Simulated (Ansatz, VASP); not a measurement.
**Two plane-wave programs on ScSi4O**

```
CELL_PARAMETERS angstrom
5.03883 0.00000 0.00000
0.00000 5.03883 0.00000
0.00000 0.00000 5.03883
ATOMIC_POSITIONS crystal
Sc 0.00000 0.00000 0.00000
Si 0.28473 0.28473 0.28473
Si 0.28473 0.71527 0.71527
Si 0.71527 0.71527 0.28473
Si 0.71527 0.28473 0.71527
O 0.50000 0.50000 0.50000
```

Change from the starting cell: species swapped into the H4BrN type (P-43m, No. 215).

Alike in both runs: functional PBE; k mesh 8 × 8 × 8; occupations gaussian, width 0.1 eV; no spin polarisation.

Ansatz relaxed the structure, and its values are those at the end. VASP's run is a single point on that final structure, the one shown.

|  | VASP | Ansatz |
| --- | --- | --- |
| version | VASP 6.6.1 | Ansatz 0.2.0 |
| potentials or method | VASP PAW PBE potentials, release 64 (Sc_sv, Si, O), cutoff 520 eV | scalar-relativistic, plane waves, PAW |
| valence electrons in the cell | 33 | 33 |

Ansatz gave:

| Property | Result |
| --- | --- |
| gap on the k mesh at the Fermi level (eV) | none |
| pressure (GPa) | 0.0 |
| rms of the force components (eV/Å) | 0.000 |

Problem. What did VASP give for the same quantities?

Solution. gap on the k mesh at the Fermi level (eV): none; pressure (GPa): 0.0; rms of the force components (eV/Å): 0.005.

A gap of «none» marks a metal or a gap that the smearing closes.
